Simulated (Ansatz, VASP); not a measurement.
**MgSi2N2 in VASP and in Ansatz**

```
Mg Si N
1.0
     2.94756    1.70177    3.44276
    -2.94756    1.70177    3.44276
     0.00000   -3.40355    3.44276
Mg Si N
1 2 2
Direct
  0.00000 0.00000 0.00000
  0.65630 0.65630 0.65630
  0.34370 0.34370 0.34370
  0.18941 0.18941 0.18941
  0.81059 0.81059 0.81059
```

Alike in both runs: functional PBE; k mesh 6 × 6 × 6; occupations gaussian, width 0.1 eV; no spin polarisation.

Ansatz relaxed the structure, and its values are those at the end. VASP's run is a single point on that final structure, the one shown.

|  | VASP | Ansatz |
| --- | --- | --- |
| version | VASP 6.6.1 | Ansatz 0.2.0 |
| potentials or method | VASP PAW PBE potentials, release 64 (Mg_sv, Si, N), cutoff 750 eV | scalar-relativistic, plane waves, PAW |
| valence electrons in the cell | 28 | 28 |

```csv
,VASP,Ansatz,Ansatz less VASP
gap on the k mesh at the Fermi level (eV),1.65,1.64,-0.017
least direct gap on the mesh (eV),1.68,1.67,-0.013
pressure (GPa),0.3,0.3,+0.05
rms of the force components (eV/Å),0.040,0.008,-0.0313
```
